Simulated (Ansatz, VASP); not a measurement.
**Eu: VASP beside Ansatz**

The input INCAR:

```
PREC     = Accurate       # precision mode
ENCUT    = 520            # plane-wave cutoff, eV
EDIFF    = 1E-7           # SCF threshold, eV
ISMEAR   = -1             # smearing method
SIGMA    = 0.05           # smearing width, eV
LREAL    = F              # projectors in reciprocal space
LASPH    = T              # aspherical terms in the spheres
NELM     = 150            # most SCF steps
ALGO     = Fast           # electronic algorithm
ISIF     = 2              # what is computed and relaxed
LWAVE    = F              # write WAVECAR
LCHARG   = F              # write CHGCAR
ISPIN    = 2              # spin polarisation
MAGMOM   = 7              # initial moments
LORBIT   = 11             # projections on sites
LMAXMIX  = 6              # l up to which the mixer works
LDAU     = T              # DFT+U
LDAUTYPE = 2            
LDAUL    = 3              # shell
LDAUU    = 2              # U, eV
LDAUJ    = 0            
LDAUPRINT= 1            
GGA      = PS             # functional
NBANDS   = 18             # bands
```

Contents of KPOINTS:

```
regular mesh
0
Gamma
  8 8 8
```

Contents of POSCAR:

```
Eu
1.0
   -2.3030000000      2.3030000000      2.3030000000
    2.3030000000     -2.3030000000      2.3030000000
    2.3030000000      2.3030000000     -2.3030000000
Eu
1
Direct
    0.0000000000      0.0000000000      0.0000000000
```

input.yaml

```yaml
crystal:
  lattice:
    - [-2.303, 2.303, 2.303]
    - [2.303, -2.303, 2.303]
    - [2.303, 2.303, -2.303]
  atoms:
    - { symbol: Eu, position: [0.0, 0.0, 0.0], spin: 7.0 }
kpoints:
  mp_grid: { grid: [8, 8, 8] }
scf:
  occupations: { method: fermi_dirac, width: 0.05 }
hamiltonian:
  xc: pbesol
  pseudopotentials: { kind: all_electron, lapw: { basis_error: 0.001 } }
  hubbard:
    sites: [{ species: Eu, l: f, u_eff: 2 }]
    double_counting: fll
    projectors: ortho-atomic
magnetization:
  spin_polarized: true
output:
  forces: true
  stress: true
  eigenvalues: true
  dos: { projected: false, de: 0.1, e_range: [-14, 8] }
  hubbard: {}
```

Alike in both runs: functional PBEsol; k mesh 8 × 8 × 8; occupations fermi-dirac, width 0.05 eV; collinear spin; Hubbard terms Eu f U = 2.0 eV.

```csv
,VASP,Ansatz
version,VASP 6.6.1,Ansatz 0.2.0
potentials or method,"VASP PAW PBE potentials, release 64 (Eu), cutoff 520 eV","all-electron LAPW, scalar-relativistic"
task,single point,density of states
```

Ansatz gave:

* gap on the k mesh at the Fermi level (eV): none
* pressure (GPa): -1.9
* net moment per atom (μB): 7.36
* size of the moment on the site where the two differ most (μB): 7.21

Q: Which values does VASP return?

A: gap on the k mesh at the Fermi level (eV): none; pressure (GPa): -2.1; net moment per atom (μB): 7.36; size of the moment on the site where the two differ most (μB): 6.76.

VASP's potentials were made for PBE, not for PBEsol. Site moments also hang on the region over which each program counts them. The programs project onto different local orbitals, so the same U acts differently, and such runs can settle in different states. A gap of «none» marks a metal or a gap that the smearing closes. Ansatz ran all-electron here, and VASP with PAW potentials.

Spin-orbit coupling is off throughout. Noted on Ansatz's run: the magnetic state may not be the lowest; the open f shell may have settled in a state that isn't the lowest; U is the effective U less J, on atomic orbitals that reach past the spheres.
